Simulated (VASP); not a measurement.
Write the native input for VASP 6.6.1 that does the following.

| Property | Result |
| --- | --- |
| Task | single point |
| Functional | r2SCAN |
| Potentials or basis | VASP PAW PBE potentials, release 64 (Lu) |
| Cutoff | 520 eV |
| k mesh | 10 × 10 × 6 |
| Occupations | fermi-dirac, width 0.2 eV |
| Spin | no spin polarisation |
| Dipole correction | no |
| Further INCAR settings | ALGO = Normal; EDIFF = 1e-07; NBANDS = 32 |

Lu:

```
CELL_PARAMETERS angstrom
3.50482 0.00000 0.00000
-1.75241 3.03526 0.00000
0.00000 0.00000 5.46968
ATOMIC_POSITIONS crystal
Lu 0.33333 0.66667 0.25000
Lu 0.66667 0.33333 0.75000
```

One way to write it, as run:

POSCAR

```
Lu
1.0
    3.5048186286      0.0000000000      0.0000000000
   -1.7524093143      3.0352619680      0.0000000000
    0.0000000000      0.0000000000      5.4696750779
Lu
2
Direct
    0.3333333333      0.6666666667      0.2500000000
    0.6666666667      0.3333333333      0.7500000000
```

INCAR.step1

```
PREC = Accurate
ENCUT = 520
ISMEAR = -1
SIGMA = 0.2
LREAL = F
LASPH = T
NELM = 100
NBANDS = 32
GGA = PE
ALGO = Normal
EDIFF = 1E-4
LWAVE = T
LCHARG = F
```

INCAR.step2

```
PREC = Accurate
ENCUT = 520
EDIFF = 1E-7
ISMEAR = -1
SIGMA = 0.2
LREAL = F
LASPH = T
NELM = 100
ALGO = Normal
ISIF = 2
LWAVE = F
LCHARG = F
METAGGA = R2SCAN
LMIXTAU = T
NBANDS = 32
ISTART = 1
```

KPOINTS

```
Automatic mesh
0
Gamma
  10 10 6
```

Potentials or basis: VASP PAW PBE potentials, release 64 (Lu).

Run with:

```bash
$ cat potpaw_PBE.64/Lu/POTCAR > POTCAR
$ cp INCAR.step1 INCAR
$ mpirun -np 1 vasp_std > vasp.out
$ cp INCAR.step2 INCAR
$ mpirun -np 1 vasp_std > vasp.out
```

It gave:

| Quantity | Value |
| --- | --- |
| Pressure | 0.7 GPa |
| Band gap on the k mesh | zero (bands 25 and 26 overlap by 2.00 eV) |

Caveat: the PAW data sets were made with another functional, which shifts forces and pressure a little; spin-orbit coupling is left out, which moves the levels of the heavy elements.

Wall time 5.8 min on 1 thread of Intel(R) Xeon(R) 6975P-C (Granite Rapids) (shared host), peak memory 0.23 GiB.
